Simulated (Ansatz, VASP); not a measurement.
## Bi in VASP and in Ansatz

```
CELL_PARAMETERS angstrom
-4.22989 4.22989 2.08751
4.22989 -4.22989 2.08751
4.22989 4.22989 -2.08751
ATOMIC_POSITIONS crystal
Bi 0.83448 0.33448 0.16896
Bi 0.16552 0.66552 0.83104
Bi 0.33448 0.16552 0.50000
Bi 0.66552 0.83448 0.50000
```

Alike in both runs: task single point; functional PBEsol; k mesh 12 × 12 × 12; occupations gaussian, width 0.1 eV; no spin polarisation.

|  | VASP | Ansatz |
| --- | --- | --- |
| version | VASP 6.6.1 | Ansatz 0.2.0 |
| potentials or method | VASP PAW PBE potentials, release 64 (Bi_d), cutoff 520 eV | scalar-relativistic, plane waves, PAW |
| valence electrons in the cell | 60 | 60 |

VASP gave:

| Property | Result |
| --- | --- |
| gap on the k mesh at the Fermi level (eV) | none |
| pressure (GPa) | 2.1 |
| traceless stress, the component that is largest in VASP (GPa) | 1.64 |
| rms of the force components (eV/Å) | 0.735 |

**Question.** What did Ansatz give for the same quantities?

**Answer.** gap on the k mesh at the Fermi level (eV): none; pressure (GPa): 2.2; traceless stress, the component that is largest in VASP (GPa): 1.63; rms of the force components (eV/Å): 0.731.

VASP's potentials were made for PBE, not for PBEsol. Atom by atom the forces differ by 0.003 eV/Å (rms over components). A gap of «none» marks a metal or a gap that the smearing closes. The functional is the same, so the differences come from potentials, cutoffs and numerics.

Neither program's run includes spin-orbit coupling.
